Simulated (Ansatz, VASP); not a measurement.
# GaN in VASP and in Ansatz

```
Ga N
1.0
     3.18000    0.00000    0.00000
    -1.59000    2.75396    0.00000
     0.00000    0.00000    5.16600
Ga N
2 2
Direct
  0.33333 0.66667 0.99897
  0.66667 0.33333 0.49897
  0.33333 0.66667 0.37603
  0.66667 0.33333 0.87603
```

Alike in both runs: functional PBE; k mesh 10 × 10 × 6; occupations fermi-dirac, width 0.02 eV; no spin polarisation.

Ansatz relaxed the structure, and its values are those at the end. VASP's run is a single point on that final structure, the one shown.

```csv
,VASP,Ansatz
version,VASP 6.6.1,Ansatz 0.2.0
potentials or method,"VASP PAW PBE potentials, release 64 (Ga_d, N)","plane-wave PAW, scalar-relativistic"
plane-wave cutoff (eV),520,420
valence electrons in the cell,36,36
```

|  | VASP | Ansatz | Ansatz less VASP |
| --- | --- | --- | --- |
| gap on the k mesh at the Fermi level (eV) | 1.99 | 1.98 | -0.008 |
| pressure (GPa) | 7.3 | 7.3 | -0.02 |

Ansatz's warnings: stress scf threshold loose.
